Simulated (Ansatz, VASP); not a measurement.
**Two plane-wave programs on Cd5N3**

```
CELL_PARAMETERS angstrom
-3.14218 3.14218 3.14218
3.14218 -3.14218 3.14218
3.14218 3.14218 -3.14218
ATOMIC_POSITIONS crystal
Cd 0.00000 0.00000 0.00000
Cd 0.00000 0.00000 0.50000
Cd 0.00000 0.50000 0.00000
Cd 0.50000 0.00000 0.00000
Cd 0.50000 0.50000 0.50000
N 0.00000 0.50000 0.50000
N 0.50000 0.50000 0.00000
N 0.50000 0.00000 0.50000
```

Change from the starting cell: species swapped into the Fe5Co3 type (Im-3m, No. 229).

Alike in both runs: functional PBE; k mesh 4 × 4 × 4; occupations gaussian, width 0.1 eV; collinear spin.

Ansatz relaxed the structure, and its values are those at the end. VASP's run is a single point on that final structure, the one shown.

|  | VASP | Ansatz |
| --- | --- | --- |
| version | VASP 6.6.1 | Ansatz 0.2.0 |
| potentials or method | VASP PAW PBE potentials, release 64 (Cd, N), cutoff 520 eV | scalar-relativistic, plane waves, PAW |
| valence electrons in the cell | 75 | 115 |

```tsv
	VASP	Ansatz	Ansatz less VASP
gap on the k mesh at the Fermi level (eV)	none	none	-
pressure (GPa)	0.9	0.1	-0.81
net moment per atom (μB)	0.06	0.05	-0.010
size of the moment on the site where the two differ most (μB)	0.13	0.14	+0.013
```

Site moments also hang on the region over which each program counts them. A gap of «none» marks a metal or a gap that the smearing closes. VASP's potentials hold 75 valence electrons a cell and Ansatz's 115, so a difference there can come from the potentials and not from the codes.
